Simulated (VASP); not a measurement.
A run of VASP 6.6.1:

The input INCAR:

```
PREC     = Accurate       # precision mode
ENCUT    = 520            # plane-wave cutoff, eV
EDIFF    = 1E-6           # SCF threshold, eV
ISMEAR   = 0              # smearing method
SIGMA    = 0.05           # smearing width, eV
LREAL    = F              # projectors in reciprocal space
LASPH    = T              # aspherical terms in the spheres
NELM     = 150            # most SCF steps
ALGO     = Normal         # electronic algorithm
ISIF     = 2              # what is computed and relaxed
LWAVE    = F              # write WAVECAR
LCHARG   = F              # write CHGCAR
ISPIN    = 2              # spin polarisation
MAGMOM   = 2 -2 0 0       # initial moments
LORBIT   = 11             # projections on sites
LMAXMIX  = 4              # l up to which the mixer works
LDAU     = T              # DFT+U
LDAUTYPE = 2            
LDAUL    = 2 -1           # shell
LDAUU    = 6.2 0          # U, eV
LDAUJ    = 0 0          
LDAUPRINT= 1            
GGA      = PE             # functional
NBANDS   = 28             # bands
```

KPOINTS

```
Automatic mesh
0
Gamma
  10 10 5
```

POSCAR

```
NiO
1.0
    0.0000000000      2.3247345634      2.3247345634
    2.3247345634      0.0000000000      2.3247345634
    4.6494691268      4.6494691268      0.0000000000
Ni O
2 2
Direct
    0.0000000000      0.0000000000      0.0000000000
    0.0000000000      0.0000000000      0.5000000000
    0.2500000000      0.2500000000      0.1250000000
    0.2500000000      0.2500000000      0.6250000000
```

Potentials or basis: VASP PAW PBE potentials, release 64 (Ni, O).

Command:

```bash
$ cat potpaw_PBE.64/Ni/POTCAR potpaw_PBE.64/O/POTCAR > POTCAR
$ mpirun -np 1 vasp_std > vasp.out
```

Hardware: 1 thread of AMD EPYC 7R43 64-Core Processor (Zen 3), with other jobs on the host.

Task: Estimate the wall time of this run.

Result: It took 4.8 min on 1 thread of AMD EPYC 7R43 64-Core Processor (Zen 3), on a shared host, peak memory 0.23 GiB. Counts: scf iterations 18, k points 58.
